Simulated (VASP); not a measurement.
A run of VASP 6.6.1:

The input POSCAR:

```
BaTiO3
1.0
    2.8400536829      1.6397057584      2.3314328250
   -2.8400536829      1.6397057584      2.3314328250
    0.0000000000     -3.2794115167      2.3314328250
Ba Ti O
1 1 3
Direct
    0.0027851058      0.0027851058      0.0027851058
    0.5162478475      0.5162478475      0.5162478475
    0.4897536546      0.4897536546      0.9801597375
    0.4897536546      0.9801597375      0.4897536546
    0.9801597375      0.4897536546      0.4897536546
```

The input INCAR.step1:

```
PREC = Accurate
ENCUT = 520
ISMEAR = 0
SIGMA = 0.02
LREAL = F
LASPH = T
NELM = 60
NBANDS = 28
GGA = PE
ALGO = Normal
EDIFF = 1E-4
LWAVE = T
LCHARG = F
```

The input INCAR.step2:

```
PREC = Accurate
ENCUT = 520
EDIFF = 1E-6
ISMEAR = 0
SIGMA = 0.02
LREAL = F
LASPH = T
NELM = 60
ALGO = Normal
ISIF = 2
LWAVE = F
LCHARG = F
METAGGA = R2SCAN
LMIXTAU = T
NBANDS = 28
ISTART = 1
```

KPOINTS

```
Automatic mesh
0
Gamma
  6 6 6
```

Potentials or basis: VASP PAW PBE potentials, release 64 (Ba_sv, Ti_sv, O).

Command:

```console
$ cat potpaw_PBE.64/Ba_sv/POTCAR potpaw_PBE.64/Ti_sv/POTCAR potpaw_PBE.64/O/POTCAR > POTCAR
$ cp INCAR.step1 INCAR
$ mpirun -np 1 vasp_std > vasp.out
$ cp INCAR.step2 INCAR
$ mpirun -np 1 vasp_std > vasp.out
```

Hardware: 1 thread of Intel(R) Xeon(R) 6975P-C (Granite Rapids) (shared host).

Problem. How long does it take, and how much memory?

Solution. Wall time 120 s on 1 thread of Intel(R) Xeon(R) 6975P-C (Granite Rapids), on a shared host, peak memory 0.21 GiB. Counts: k points 32.
